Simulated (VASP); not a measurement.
TiGePd3: single point with PBE

TiGePd3:

```
CELL_PARAMETERS angstrom
4.00140 0.00000 0.00000
0.00000 4.00140 0.00000
0.00000 0.00000 5.13925
ATOMIC_POSITIONS crystal
Ti 0.00000 0.00000 0.50000
Ge 0.50000 0.50000 0.50000
Pd 0.00000 0.50000 0.50000
Pd 0.50000 0.00000 0.50000
Pd 0.50000 0.50000 0.00000
```

```yaml
Program: VASP 6.6.1
Task: single point
Functional: PBE
Potentials_or_basis: VASP PAW PBE potentials, release 64 (Ti_sv, Ge_d, Pd)
Cutoff: 520 eV
k_mesh: 4 × 4 × 4
Occupations: gaussian, width 0.1 eV
Spin: no spin polarisation
Dipole_correction: no
Further_INCAR_settings: ALGO = Normal; EDIFF = 1e-06; NBANDS = 36
```

| Property | Result |
| --- | --- |
| Pressure | 112.4 GPa |
| Band gap on the k mesh | zero (band 28 reaches 9.76 eV, above the bottom of band 29 at 8.50 eV) |

Stress tensor (GPa, compression positive):
```
172.22   0.00   0.00
  0.00 172.22   0.00
  0.00   0.00  -7.15
```

Levels at points of the mesh, in eV from the Fermi level:
| k point | band 25 | band 26 | band 27 | band 28 | band 29 | band 30 | band 31 | band 32 |
| --- | --- | --- | --- | --- | --- | --- | --- | --- |
| (0.00, 0.00, 0.00) | -2.18 | -1.94 | -1.94 | -1.63 | 0.99 | 1.07 | 2.46 | 2.64 |
| (0.50, 0.00, 0.00) | -1.83 | -1.49 | -1.38 | 0.09 | 0.82 | 0.86 | 1.03 | 2.31 |
| (0.50, 0.50, 0.00) | -1.48 | -1.36 | -1.36 | -0.81 | -0.81 | -0.51 | -0.34 | -0.05 |
| (0.00, 0.00, 0.50) | -2.25 | -1.65 | -0.54 | -0.54 | 0.74 | 1.40 | 2.60 | 2.60 |
| (0.50, 0.00, 0.50) | -1.78 | -1.13 | -1.09 | -0.42 | 0.20 | 0.49 | 1.26 | 1.52 |
| (0.50, 0.50, 0.50) | -2.05 | -2.05 | -1.42 | -0.94 | -0.34 | -0.22 | 0.05 | 0.36 |

Run time: 34 s on 1 thread of Intel(R) Xeon(R) 6975P-C (Granite Rapids), on a shared host, peak memory 0.21 GiB.

Caveat: the k points lie up to 0.39 Å⁻¹ apart.
